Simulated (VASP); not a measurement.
# AlN (P6_3mc) in VASP: notebook, part 2 of 3

VASP 6.6.1. The steps go on from the part before.

### Step 3. Single point, PBE (volume changed by -3%)

File INCAR:

```
PREC = Accurate
ENCUT = 520
EDIFF = 1E-7
ISMEAR = 0
SIGMA = 0.01
LREAL = F
LASPH = T
NELM = 80
ALGO = Normal
ISIF = 2
LWAVE = F
LCHARG = F
GGA = PE
NBANDS = 16
```

File KPOINTS:

```
Automatic mesh
0
Gamma
  9 9 4
```

File POSCAR:

```
AlN
1.0
    3.0985731594      0.0000000000      0.0000000000
   -1.5492865797      2.6834430715      0.0000000000
    0.0000000000      0.0000000000      4.9672299524
Al N
2 2
Direct
    0.3333333333      0.6666666667     -0.0032711565
    0.6666666667      0.3333333333      0.4967288435
    0.3333333333      0.6666666667      0.3782711565
    0.6666666667      0.3333333333      0.8782711565
```

Potentials or basis: VASP PAW PBE potentials, release 64 (Al, N).

The run is started by

```console
cat potpaw_PBE.64/Al/POTCAR potpaw_PBE.64/N/POTCAR > POTCAR
mpirun -np 1 vasp_std > vasp.out
```

OUTCAR:

```text
PREC = Accurate
   ENCUT = 520
   EDIFF = 1E-7
   ISMEAR = 0
   LREAL = F
   LASPH = T
   NELM = 80
   ISIF = 2
   GGA = PE

 ion  position               nearest neighbor table
   1  0.333  0.667  0.997-   4 1.88   4 1.88   4 1.88   3 1.90   2 3.06   2 3.06   2 3.06   2 3.06
                             2 3.06   2 3.06
   2  0.667  0.333  0.497-   3 1.88   3 1.88   3 1.88   4 1.90   1 3.06   1 3.06   1 3.06   1 3.06
                             1 3.06   1 3.06
   3  0.333  0.667  0.378-   2 1.88   2 1.88   2 1.88   1 1.90
   4  0.667  0.333  0.878-   1 1.88   1 1.88   1 1.88   2 1.90

  LATTYP: Found a hexagonal cell.
 ALAT       =     3.0985731594
 C/A-ratio  =     1.6030700896

  Lattice vectors:

 A1 = (   3.0985731594,   0.0000000000,   0.0000000000)
 A2 = (  -1.5492865797,   2.6834430715,   0.0000000000)
 A3 = (   0.0000000000,   0.0000000000,   4.9672299524)

Analysis of symmetry for initial positions (statically):
=====================================================================
 Subroutine PRICEL returns:
 Original cell was already a primitive cell.

 Routine SETGRP: Setting up the symmetry group for a
 hexagonal supercell.

 Subroutine GETGRP returns: Found 12 space group operations
 (whereof  6 operations were pure point group operations)
 out of a pool of 24 trial point group operations.

The static configuration has the point symmetry C_3v.
 The point group associated with its full space group is C_6v.

Analysis of symmetry for dynamics (positions and initial velocities):
=====================================================================
 Subroutine PRICEL returns:
 Original cell was already a primitive cell.

 Routine SETGRP: Setting up the symmetry group for a
 hexagonal supercell.

 Subroutine GETGRP returns: Found 12 space group operations
 (whereof  6 operations were pure point group operations)
 out of a pool of 24 trial point group operations.

The dynamic configuration has the point symmetry C_3v.
 The point group associated with its full space group is C_6v.

 Subroutine INISYM returns: Found 12 space group operations
 (whereof  6 operations are pure point group operations),
 and found     1 'primitive' translations

----------------------------------------------------------------------------------------

                                     Primitive cell

  volume of cell :      41.3017

  direct lattice vectors                    reciprocal lattice vectors
     3.098573159  0.000000000  0.000000000     0.322729188  0.186327784  0.000000000
    -1.549286580  2.683443072  0.000000000     0.000000000  0.372655567  0.000000000
     0.000000000  0.000000000  4.967229952     0.000000000  0.000000000  0.201319450

  length of vectors
     3.098573159  3.098573159  4.967229952     0.372655567  0.372655567  0.201319450

  position of ions in fractional coordinates (direct lattice)
     0.333333333  0.666666667  0.996728844
     0.666666667  0.333333333  0.496728844
     0.333333333  0.666666667  0.378271156
     0.666666667  0.333333333  0.878271156

  ion indices of the primitive-cell ions
   primitive index   ion index
                 1           1
                 2           2
                 3           3
[... 29 lines left out ...]
            Coordinates               Weight
  0.000000  0.000000  0.000000      1.000000
  0.111111  0.000000  0.000000      6.000000
  0.222222 -0.000000  0.000000      6.000000
  0.333333  0.000000  0.000000      6.000000
  0.444444 -0.000000  0.000000      6.000000
  0.111111  0.111111  0.000000      6.000000
[... 16 lines left out ...]
  0.333333  0.222222  0.250000     24.000000
  0.333333  0.333333  0.250000      4.000000
 [... further k-points ...]
   k-points           NKPTS =     36   k-points in BZ     NKDIM =     36   number of bands    NBANDS=     16
   number of dos      NEDOS =    301   number of ions     NIONS =      4
   total plane-waves  NPLWV =  23040
   dimension x,y,z NGX =    24 NGY =   24 NGZ =   40
   dimension x,y,z NGXF=    48 NGYF=   48 NGZF=   80
   ions per type =               2   2
   NGX,Y,Z   is equivalent  to a cutoff of  12.88, 12.88, 13.39 a.u.
   NGXF,Y,Z  is equivalent  to a cutoff of  25.75, 25.75, 26.77 a.u.
 SYSTEM =  unknown system
   PREC   = accura    normal or accurate (medium, high low for compatibility)
   ISTART =      0    job   : 0-new  1-cont  2-samecut
   ICHARG =      2    charge: 1-file 2-atom 10-const
   ISPIN  =      1    spin polarized calculation?
   LNONCOLLINEAR =      F non collinear calculations
   LSORBIT =      F    spin-orbit coupling
   LASPH  =      T    aspherical Exc in radial PAW
   ENCUT  =  520.0 eV  38.22 Ry    6.18 a.u.   5.76  5.76  9.24*2*pi/ulx,y,z
   NELM   =     80;   NELMIN=  2; NELMDL= -5     # of ELM steps
   EDIFF  = 0.1E-06   stopping-criterion for ELM
   LREAL  =      F    real-space projection
   EDIFFG = 0.1E-05   stopping-criterion for IOM
   NSW    =      0    number of steps for IOM
   IBRION =     -1    ionic relax: 0-MD 1-quasi-New 2-CG
   NFREE  =      0    steps in history (QN), initial steepest desc. (CG)
   ISIF   =      2    stress and relaxation
   ISYM   =      2    0-nonsym 1-usesym 2-fastsym
   POTIM  = 0.5000    time-step for ionic-motion
   TEBEG  =    0.0;   TEEND  =   0.0 temperature during run
   PSTRESS=    0.0 pullay stress
   NELECT =      16.0000    total number of electrons
   NUPDOWN=      -1.0000    fix difference up-down
   EMIN   =  10.00;   EMAX   =-10.00  energy-range for DOS
   EFERMI =   0.00;   METHOD = LEGACY
   ISMEAR =     0;   SIGMA  =   0.01  broadening in eV -4-tet -1-fermi 0-gaus
   EFERMI_NEDOS =   21; number of points for ismear=-14 and -15
   IALGO  =     38    algorithm
   IMIX   =      4    mixing-type and parameters
     AMIX     =   0.40;   BMIX     =  1.00
     AMIX_MAG =   1.60;   BMIX_MAG =  1.00
  volume/ion in A,a.u.               =      10.33        69.68
  Fermi-wavevector in a.u.,A,eV,Ry     =   1.193416  2.255230 19.378000  1.424243
  Thomas-Fermi vector in A             =   2.329431
   LORBIT       =      0    0 simple, 1 ext, 2 COOP (PROOUT), +10 PAW based schemes
   GGA     = PE    functional components
   LHFCALC =     F    Hartree Fock is set to
   AEXX    =    0.0000 exact exchange contribution
   IVDW    =     0    specifies the selected vdW correction
   LEPSILON=     F    determine dielectric tensor
   LRPA    =     F    only Hartree local field effects (RPA)
 non-spin polarized calculation
 Gauss-broadening in eV      SIGMA  =   0.01
  energy-cutoff  :      520.00
  volume of cell :       41.30
 maximum number of plane-waves:      1122
 NGX is ok and might be reduce to    24
   NGX = 11   NGY = 11   NGZ = 19

 number of electron      15.9999997 magnetization

 Free energy of the ion-electron system (eV)
  ---------------------------------------------------
  ext. energy  EPLUGINS =         0.00000000
  ---------------------------------------------------
  free energy    TOTEN  =       -29.75755500 eV

  energy without entropy =      -29.75755500  energy(sigma->0) =      -29.75755500

 E-fermi :   6.3338     XC(G=0): -10.9595

 val. band max:        6.2566751168   @ k =   0.0000   0.0000   0.0000
 cond. band min:      10.5682414057   @ k =   0.0000   0.0000   0.0000
 fundamental gap:      4.3115662889
 Fermi energy:         6.3338287392

 k-point     1 :       0.0000    0.0000    0.0000
  band No.  band energies     occupation
      1      -8.9937      2.00000
      2      -6.8170      2.00000
      3       0.2142      2.00000
      4       5.3976      2.00000
      5       5.3976      2.00000
      6       6.0472      2.00000
[... 433 lines left out ...]
      3       1.6525      2.00000
      4       1.7981      2.00000
      5       1.7981      2.00000
      6       3.2810      2.00000
[... 8 lines left out ...]
     15      19.4334      0.00000
     16      21.8593      0.00000

 [... further k-points ...]

------------------------ aborting loop because EDIFF is reached ----------------------------------------

  FORCE on cell =-STRESS in cart. coord.  units (eV):
  Direction    XX          YY          ZZ          XY          YZ          ZX
  --------------------------------------------------------------------------------------
  -------------------------------------------------------------------------------------
  Total        1.5798661      1.5798661      1.4866280      0.0000000      0.0000000      0.0000000
  in kB       61.2861651     61.2861651     57.6692731      0.0000000      0.0000000      0.0000000
  external PRESSURE =      60.0805344 kB  Pullay stress =       0.0000000 kB

 VOLUME and BASIS-vectors are now :
 -----------------------------------------------------------------------------
  energy-cutoff  :      520.00
  volume of cell :       41.30
      direct lattice vectors                 reciprocal lattice vectors
     3.098573159  0.000000000  0.000000000     0.322729188  0.186327784  0.000000000
    -1.549286580  2.683443072  0.000000000     0.000000000  0.372655567  0.000000000
     0.000000000  0.000000000  4.967229952     0.000000000  0.000000000  0.201319450

 POSITION                                       TOTAL-FORCE (eV/Angst)
 -----------------------------------------------------------------------------------
     -0.00000      1.78896      4.95098         0.000000     -0.000000     -0.010851
      1.54929      0.89448      2.46737        -0.000000      0.000000     -0.010851
     -0.00000      1.78896      1.87896        -0.000000     -0.000000      0.010851
      1.54929      0.89448      4.36257         0.000000     -0.000000      0.010851
 -----------------------------------------------------------------------------------
    total drift:                               -0.000000     -0.000000     -0.000637

  FREE ENERGIE OF THE ION-ELECTRON SYSTEM (eV)
  ---------------------------------------------------
  free  energy   TOTEN  =       -29.7575549953 eV

  energy  without entropy=      -29.7575549953  energy(sigma->0) =      -29.75755500
```

It took 13 s on 1 thread of AMD EPYC 9R45 (Zen 5), shared host; peak memory 0.13 GiB.

What came out:

- Free energy: -29.7576 eV
- Pressure: 6.0 GPa
- Largest force: 0.011 eV/Å
- Band gap on the k mesh: 4.31 eV, direct

Forces in eV/Å, atoms in the order of the input:
```
Al   0.000  0.000 -0.011
Al   0.000  0.000 -0.011
N    0.000  0.000  0.011
N    0.000  0.000  0.011
```

Levels at points of the mesh, in eV from the valence-band top:
| k point | band 5 | band 6 | band 7 | band 8 | band 9 | band 10 | band 11 | band 12 |
| --- | --- | --- | --- | --- | --- | --- | --- | --- |
| (0.00, 0.00, 0.00) | -0.86 | -0.21 | -0.21 | 0.00 | 4.31 | 6.77 | 10.70 | 11.25 |
| (0.00, 0.00, 0.50) | -0.54 | -0.54 | -0.54 | -0.54 | 6.57 | 6.57 | 10.42 | 10.42 |

Caveat: the cell differs from its parent crystal (volume changed by -3%).

### Step 4. Single point, PBE

This run uses another cell than the first one, of 10.64 Å³/atom, 1.064 times its volume.

File INCAR:

```
SYSTEM = AlN
PREC = Accurate ; ENCUT = 520
EDIFF = 1E-7 ; ISMEAR = 0
SIGMA = 0.01 ; LREAL = .False.
LASPH = .True. ; NELM = 100
ALGO = Normal ; ISIF = 2
LWAVE = .False. ; LCHARG = .False.
GGA = PE ; NBANDS = 16
```

File KPOINTS:

```
Automatic mesh
0
Gamma
  9 9 4
  0 0 0
```

File POSCAR:

```
AlN
1.0
    3.1301934368      0.0000000000      0.0000000000
   -1.5650967184      2.7108270350      0.0000000000
    0.0000000000      0.0000000000      5.0179194733
Al N
2 2
Direct
    0.3333333333      0.6666666667     -0.0032711565
    0.6666666667      0.3333333333      0.4967288435
    0.3333333333      0.6666666667      0.3782711565
    0.6666666667      0.3333333333      0.8782711565
```

The run is started by

```console
cat potpaw_PBE.64/Al/POTCAR potpaw_PBE.64/N/POTCAR > POTCAR
mpirun -np 1 vasp_std > vasp.out
```

It took 16 s on 1 thread of AMD EPYC 9R45 (Zen 5), shared host; peak memory 0.13 GiB.

The run converged. Its results:

```yaml
Free_energy: -29.7805 eV
Pressure: -0.3 GPa
Band_gap_on_the_k_mesh: 4.04 eV, direct
```

Levels at points of the mesh, in eV from the valence-band top:
| k point | band 6 | band 7 | band 8 | band 9 | band 10 | band 11 |
| --- | --- | --- | --- | --- | --- | --- |
| (0.00, 0.00, 0.00) | -0.20 | -0.20 | 0.00 | 4.04 | 6.51 | 10.46 |
| (0.00, 0.00, 0.50) | -0.53 | -0.53 | -0.53 | 6.31 | 6.31 | 10.17 |

(Continued in part 3 of 3.)
